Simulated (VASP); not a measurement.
# As (R-3m) in VASP: single point with r2SCAN

Aim: the single point of As with r2SCAN.

Program: VASP 6.6.1. These are calculated values, not measurements. Logs are shortened: lines on timing, memory, paths and dates and some standing lists are left out, and cuts for length are marked.

### Step 1. The cell of the first run

The structure is trigonal, space group R-3m (No. 166). The conventional cell has a = 3.588 Å, b = 3.588 Å, c = 15.219 Å, α = 90.00°, β = 90.00°, γ = 120.00°. As (site symmetry 3m) has 3 As at 2.48 Å within 3.3 Å.

### Step 2. Single point, r2SCAN

Contents of POSCAR:

```
As
1.0
    1.7941143143      1.0358323823      5.0729386456
   -1.7941143143      1.0358323823      5.0729386456
    0.0000000000     -2.0716647646      5.0729386456
As
2
Direct
    0.2115208250      0.2115208250      0.2115208250
    0.7884791750      0.7884791750      0.7884791750
```

Contents of INCAR.step1:

```
PREC     = Accurate       # precision mode
ENCUT    = 520            # plane-wave cutoff, eV
ISMEAR   = 0              # smearing method
SIGMA    = 0.1            # smearing width, eV
LREAL    = F              # projectors in reciprocal space
LASPH    = T              # aspherical terms in the spheres
NELM     = 80             # most SCF steps
NBANDS   = 12             # bands
GGA      = PE             # functional
ALGO     = Normal         # electronic algorithm
EDIFF    = 1E-4           # SCF threshold, eV
LWAVE    = T              # write WAVECAR
LCHARG   = F              # write CHGCAR
```

Contents of INCAR.step2:

```
PREC     = Accurate       # precision mode
ENCUT    = 520            # plane-wave cutoff, eV
EDIFF    = 1E-6           # SCF threshold, eV
ISMEAR   = 0              # smearing method
SIGMA    = 0.1            # smearing width, eV
LREAL    = F              # projectors in reciprocal space
LASPH    = T              # aspherical terms in the spheres
NELM     = 80             # most SCF steps
ALGO     = Normal         # electronic algorithm
ISIF     = 2              # what is computed and relaxed
LWAVE    = F              # write WAVECAR
LCHARG   = F              # write CHGCAR
METAGGA  = R2SCAN         # meta-GGA
LMIXTAU  = T            
NBANDS   = 12             # bands
ISTART   = 1
```

Contents of KPOINTS:

```
Automatic mesh
0
Gamma
  15 15 15
```

Potentials or basis: VASP PAW PBE potentials, release 64 (As).

The run is started by

```
> cat potpaw_PBE.64/As/POTCAR > POTCAR
> cp INCAR.step1 INCAR
> mpirun -np 1 vasp_std > vasp.out
> cp INCAR.step2 INCAR
> mpirun -np 1 vasp_std > vasp.out
```

OUTCAR:

```text
PREC = Accurate
   ENCUT = 520
   EDIFF = 1E-6
   ISMEAR = 0
   LREAL = F
   LASPH = T
   NELM = 80
   ISIF = 2
   METAGGA = R2SCAN
   ISTART = 1

 ion  position               nearest neighbor table
   1  0.212  0.212  0.212-   2 2.48   2 2.48   2 2.48
   2  0.788  0.788  0.788-   1 2.48   1 2.48   1 2.48

  LATTYP: Found a trigonal (rhomboedric) cell.
 ALAT       =     5.4796442767
 COS(alpha) =     0.7855996521

  Lattice vectors:

 A1 = (   1.7941143143,   1.0358323823,   5.0729386456)
 A2 = (  -1.7941143143,   1.0358323823,   5.0729386456)
 A3 = (   0.0000000000,  -2.0716647646,   5.0729386456)

Analysis of symmetry for initial positions (statically):
=====================================================================
 Subroutine PRICEL returns:
 Original cell was already a primitive cell.

 Routine SETGRP: Setting up the symmetry group for a
 trigonal (rhombohedral) supercell.

 Subroutine GETGRP returns: Found 12 space group operations
 (whereof 12 operations were pure point group operations)
 out of a pool of 12 trial point group operations.

The static configuration has the point symmetry D_3d.

Analysis of symmetry for dynamics (positions and initial velocities):
=====================================================================
 Subroutine PRICEL returns:
 Original cell was already a primitive cell.

 Routine SETGRP: Setting up the symmetry group for a
 trigonal (rhombohedral) supercell.

 Subroutine GETGRP returns: Found 12 space group operations
 (whereof 12 operations were pure point group operations)
 out of a pool of 12 trial point group operations.

The dynamic configuration has the point symmetry D_3d.

 Subroutine INISYM returns: Found 12 space group operations
 (whereof 12 operations are pure point group operations),
 and found     1 'primitive' translations

----------------------------------------------------------------------------------------

                                     Primitive cell

  volume of cell :      56.5653

  direct lattice vectors                    reciprocal lattice vectors
     1.794114314  1.035832382  5.072938646     0.278689042  0.160901194  0.065708134
    -1.794114314  1.035832382  5.072938646    -0.278689042  0.160901194  0.065708134
     0.000000000 -2.071664765  5.072938646     0.000000000 -0.321802387  0.065708134

  length of vectors
     5.479644277  5.479644277  5.479644277     0.328442286  0.328442286  0.328442286

  position of ions in fractional coordinates (direct lattice)
     0.211520825  0.211520825  0.211520825
     0.788479175  0.788479175  0.788479175

  ion indices of the primitive-cell ions
   primitive index   ion index
                 1           1
                 2           2

----------------------------------------------------------------------------------------

 KPOINTS: Automatic mesh

Automatic generation of k-mesh.
 Grid dimensions read from file:
 generate k-points for:   15   15   15

 Generating k-lattice:

  Cartesian coordinates                     Fractional coordinates (reciprocal lattice)
     0.018579269  0.010726746  0.004380542     0.066666667  0.000000000  0.000000000
    -0.018579269  0.010726746  0.004380542     0.000000000  0.066666667  0.000000000
     0.000000000 -0.021453492  0.004380542     0.000000000  0.000000000  0.066666667

  Length of vectors
     0.021896152  0.021896152  0.021896152

  Shift w.r.t. Gamma in fractional coordinates (k-lattice)
     0.000000000  0.000000000  0.000000000

 Subroutine IBZKPT returns following result:
 ===========================================

 Found    344 irreducible k-points:

 Following reciprocal coordinates:
            Coordinates               Weight
  0.000000  0.000000  0.000000      1.000000
  0.066667  0.000000 -0.000000      6.000000
  0.133333  0.000000 -0.000000      6.000000
  0.200000 -0.000000 -0.000000      6.000000
  0.266667  0.000000 -0.000000      6.000000
  0.333333  0.000000 -0.000000      6.000000
[... 16 lines left out ...]
  0.133333  0.133333 -0.000000      6.000000
  0.200000  0.133333 -0.000000     12.000000
 [... further k-points ...]
   k-points           NKPTS =    344   k-points in BZ     NKDIM =    344   number of bands    NBANDS=     12
   number of dos      NEDOS =    301   number of ions     NIONS =      2
   total plane-waves  NPLWV =  74088
   dimension x,y,z NGX =    42 NGY =   42 NGZ =   42
   dimension x,y,z NGXF=    84 NGYF=   84 NGZF=   84
   ions per type =               2
   NGX,Y,Z   is equivalent  to a cutoff of  12.74, 12.74, 12.74 a.u.
   NGXF,Y,Z  is equivalent  to a cutoff of  25.48, 25.48, 25.48 a.u.
 SYSTEM =  unknown system
   PREC   = accura    normal or accurate (medium, high low for compatibility)
   ISTART =      1    job   : 0-new  1-cont  2-samecut
   ICHARG =      0    charge: 1-file 2-atom 10-const
   ISPIN  =      1    spin polarized calculation?
   LNONCOLLINEAR =      F non collinear calculations
   LSORBIT =      F    spin-orbit coupling
   LASPH  =      T    aspherical Exc in radial PAW
   ENCUT  =  520.0 eV  38.22 Ry    6.18 a.u.  10.19 10.19 10.19*2*pi/ulx,y,z
   NELM   =     80;   NELMIN=  2; NELMDL=  0     # of ELM steps
   EDIFF  = 0.1E-05   stopping-criterion for ELM
   LREAL  =      F    real-space projection
   EDIFFG = 0.1E-04   stopping-criterion for IOM
   NSW    =      0    number of steps for IOM
   IBRION =     -1    ionic relax: 0-MD 1-quasi-New 2-CG
   NFREE  =      0    steps in history (QN), initial steepest desc. (CG)
   ISIF   =      2    stress and relaxation
   ISYM   =      2    0-nonsym 1-usesym 2-fastsym
   POTIM  = 0.5000    time-step for ionic-motion
   TEBEG  =    0.0;   TEEND  =   0.0 temperature during run
   PSTRESS=    0.0 pullay stress
   NELECT =      10.0000    total number of electrons
   NUPDOWN=      -1.0000    fix difference up-down
   EMIN   =  10.00;   EMAX   =-10.00  energy-range for DOS
   EFERMI =   0.00;   METHOD = LEGACY
   ISMEAR =     0;   SIGMA  =   0.10  broadening in eV -4-tet -1-fermi 0-gaus
   EFERMI_NEDOS =   21; number of points for ismear=-14 and -15
   IALGO  =     38    algorithm
   IMIX   =      4    mixing-type and parameters
     AMIX     =   0.40;   BMIX     =  1.00
     AMIX_MAG =   1.60;   BMIX_MAG =  1.00
  volume/ion in A,a.u.               =      28.28       190.86
  Fermi-wavevector in a.u.,A,eV,Ry     =   0.918808  1.736295 11.486144  0.844208
  Thomas-Fermi vector in A             =   2.043931
   LORBIT       =      0    0 simple, 1 ext, 2 COOP (PROOUT), +10 PAW based schemes
   METAGGA = R2SCAN    functional components
   LHFCALC =     F    Hartree Fock is set to
   AEXX    =    0.0000 exact exchange contribution
   IVDW    =     0    specifies the selected vdW correction
   LEPSILON=     F    determine dielectric tensor
   LRPA    =     F    only Hartree local field effects (RPA)
 non-spin polarized calculation
 Gauss-broadening in eV      SIGMA  =   0.10
  energy-cutoff  :      520.00
  volume of cell :       56.57
 maximum number of plane-waves:      1547
 NGX is ok and might be reduce to    42
   NGX = 21   NGY = 21   NGZ = 21

 number of electron      10.0000000 magnetization

 Free energy of the ion-electron system (eV)
  ---------------------------------------------------
  ext. energy  EPLUGINS =         0.00000000
  ---------------------------------------------------
  free energy    TOTEN  =       -29.41927793 eV

  energy without entropy =      -29.41927789  energy(sigma->0) =      -29.41927791

 E-fermi :   2.9541     XC(G=0):  -8.8370

 val. band max:        2.6614300533   @ k =  -0.4667   0.4667   0.4667
 cond. band min:       3.2498468389   @ k =   0.3333   0.0000  -0.0000
 fundamental gap:      0.5884167856
 Fermi energy:         2.9541154311

 k-point     1 :       0.0000    0.0000    0.0000
  band No.  band energies     occupation
      1     -12.4459      2.00000
      2      -5.1449      2.00000
      3       0.3380      2.00000
      4       1.6888      2.00000
      5       1.6888      2.00000
      6       4.5820      0.00000
      7       5.6205      0.00000
      8       5.6205      0.00000
      9      11.1978      0.00000
     10      12.2749      0.00000
     11      12.2749      0.00000
     12      12.7541      0.00000

 k-point     2 :       0.0667    0.0000   -0.0000
  band No.  band energies     occupation
      1     -12.3823      2.00000
      2      -5.1492      2.00000
      3       0.3907      2.00000
      4       1.1233      2.00000
      5       1.5512      2.00000
      6       4.9810      0.00000
      7       5.5689      0.00000
      8       5.7583      0.00000
      9      10.9121      0.00000
     10      11.8776      0.00000
     11      12.1659      0.00000
     12      12.7550      0.00000

 k-point     3 :       0.1333    0.0000   -0.0000
  band No.  band energies     occupation
      1     -12.1927      2.00000
      2      -5.1857      2.00000
      3       0.0675      2.00000
      4       0.5566      2.00000
      5       1.2132      2.00000
      6       4.7128      0.00000
      7       6.0664      0.00000
      8       6.2708      0.00000
      9      10.0969      0.00000
     10      11.5130      0.00000
     11      12.0843      0.00000
     12      12.9495      0.00000

 k-point     4 :       0.2000   -0.0000   -0.0000
  band No.  band energies     occupation
      1     -11.8805      2.00000
      2      -5.3318      2.00000
      3      -0.8906      2.00000
      4       0.7803      2.00000
      5       0.8049      2.00000
      6       4.1042      0.00000
      7       6.3498      0.00000
      8       6.6925      0.00000
      9       9.7697      0.00000
     10      11.0302      0.00000
     11      12.3226      0.00000
     12      13.7223      0.00000

 k-point     5 :       0.2667    0.0000   -0.0000
  band No.  band energies     occupation
      1     -11.4537      2.00000
      2      -5.7017      2.00000
      3      -1.5233      2.00000
      4       0.4168      2.00000
      5       1.0077      2.00000
      6       3.5500      0.00000
      7       6.2951      0.00000
      8       6.4942      0.00000
      9       9.6594      0.00000
     10      11.4362      0.00000
     11      12.9878      0.00000
     12      13.7862      0.00000
[... 228 lines left out ...]
      1     -12.0070      2.00000
      2      -5.2373      2.00000
      3      -0.4937      2.00000
      4       0.6260      2.00000
      5       0.7753      2.00000
      6       4.7108      0.00000
      7       5.8482      0.00000
      8       6.7971      0.00000
      9       9.6272      0.00000
     10      11.3817      0.00000
     11      12.4537      0.00000
     12      13.1429      0.00000

 k-point    22 :      -0.0667    0.0667    0.0000
  band No.  band energies     occupation
      1     -12.2569      2.00000
      2      -5.1575      2.00000
      3       0.4011      2.00000
      4       0.4663      2.00000
      5       1.2491      2.00000
      6       5.2461      0.00000
      7       5.3764      0.00000
      8       6.2895      0.00000
      9      10.2710      0.00000
     10      11.6902      0.00000
     11      12.2397      0.00000
     12      12.7301      0.00000

 k-point    23 :       0.1333    0.1333   -0.0000
  band No.  band energies     occupation
      1     -12.1882      2.00000
      2      -5.2222      2.00000
      3       0.0120      2.00000
      4       0.7008      2.00000
      5       1.1910      2.00000
      6       4.7569      0.00000
      7       6.1333      0.00000
      8       6.1341      0.00000
      9      10.1205      0.00000
     10      11.8894      0.00000
     11      12.2577      0.00000
     12      12.4594      0.00000

 k-point    24 :       0.2000    0.1333   -0.0000
  band No.  band energies     occupation
      1     -11.9981      2.00000
      2      -5.3007      2.00000
      3      -0.5762      2.00000
      4       0.7551      2.00000
      5       0.8590      2.00000
      6       4.7470      0.00000
      7       5.8330      0.00000
      8       6.7721      0.00000
      9       9.7185      0.00000
     10      11.6305      0.00000
     11      12.4246      0.00000
     12      12.8320      0.00000

 [... further k-points ...]

------------------------ aborting loop because EDIFF is reached ----------------------------------------

  FORCE on cell =-STRESS in cart. coord.  units (eV):
  Direction    XX          YY          ZZ          XY          YZ          ZX
  --------------------------------------------------------------------------------------
  -------------------------------------------------------------------------------------
  Total        0.0343894      0.0343894      0.0900165      0.0000000     -0.0000000      0.0000000
  in kB        0.9740571      0.9740571      2.5496599      0.0000000     -0.0000000      0.0000000
  external PRESSURE =       1.4992580 kB  Pullay stress =       0.0000000 kB

 VOLUME and BASIS-vectors are now :
 -----------------------------------------------------------------------------
  energy-cutoff  :      520.00
  volume of cell :       56.57
      direct lattice vectors                 reciprocal lattice vectors
     1.794114314  1.035832382  5.072938646     0.278689042  0.160901194  0.065708134
    -1.794114314  1.035832382  5.072938646    -0.278689042  0.160901194  0.065708134
     0.000000000 -2.071664765  5.072938646     0.000000000 -0.321802387  0.065708134

 POSITION                                       TOTAL-FORCE (eV/Angst)
 -----------------------------------------------------------------------------------
      0.00000      0.00000      3.21910         0.000000     -0.000000      0.061435
      0.00000      0.00000     11.99972         0.000000      0.000000     -0.061435
 -----------------------------------------------------------------------------------
    total drift:                                0.000000     -0.000000      0.000000

  FREE ENERGIE OF THE ION-ELECTRON SYSTEM (eV)
  ---------------------------------------------------
  free  energy   TOTEN  =       -29.4192779309 eV

  energy  without entropy=      -29.4192778881  energy(sigma->0) =      -29.41927791
```

It took 14 min on 1 thread of Intel Xeon Platinum 8488C (Sapphire Rapids), shared host; peak memory 0.41 GiB.

What came out:

- Free energy: -29.4193 eV
- Pressure: 0.1 GPa
- Largest force: 0.061 eV/Å

Forces on the atoms (eV/Å):
```
As   0.000  0.000  0.061
As   0.000  0.000 -0.061
```

Caveat: the PAW data sets were made with another functional, which shifts forces and pressure a little.
